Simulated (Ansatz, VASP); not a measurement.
## MnH4 in VASP and in Ansatz

```xyz
5
Lattice="2.9356 0.0000 0.0000 0.0000 2.9356 0.0000 0.0000 0.0000 3.8375" Properties=species:S:1:pos:R:3 pbc="T T T"
Mn    1.4678    1.4678    1.9187
H     0.0000    1.4678    0.4500
H     1.4678    0.0000    0.4500
H     0.0000    1.4678    3.3874
H     1.4678    0.0000    3.3874
```

Alike in both runs: functional PBE; k mesh 6 × 6 × 4; occupations gaussian, width 0.1 eV; collinear spin.

Ansatz relaxed the structure, and its values are those at the end. VASP's run is a single point on that final structure, the one shown.

|  | VASP | Ansatz |
| --- | --- | --- |
| version | VASP 6.6.1 | Ansatz 0.2.0 |
| potentials or method | VASP PAW PBE potentials, release 64 (Mn_sv, H), cutoff 680 eV | scalar-relativistic, plane waves, PAW |
| valence electrons in the cell | 19 | 19 |

Ansatz gave:

```
gap on the k mesh at the Fermi level (eV)                     : none
pressure (GPa)                                                : 0.3
rms of the force components (eV/Å)                            : 0.009
net moment per atom (μB)                                      : 0.80
size of the moment on the site where the two differ most (μB) : 3.41
```

Problem. What did VASP give for the same quantities?

Solution. gap on the k mesh at the Fermi level (eV): none; pressure (GPa): -0.1; rms of the force components (eV/Å): 0.009; net moment per atom (μB): 0.80; size of the moment on the site where the two differ most (μB): 3.63.

Site moments also hang on the region over which each program counts them. A gap of «none» marks a metal or a gap that the smearing closes.

The k mesh is coarse, so the values compare programs but aren't converged.
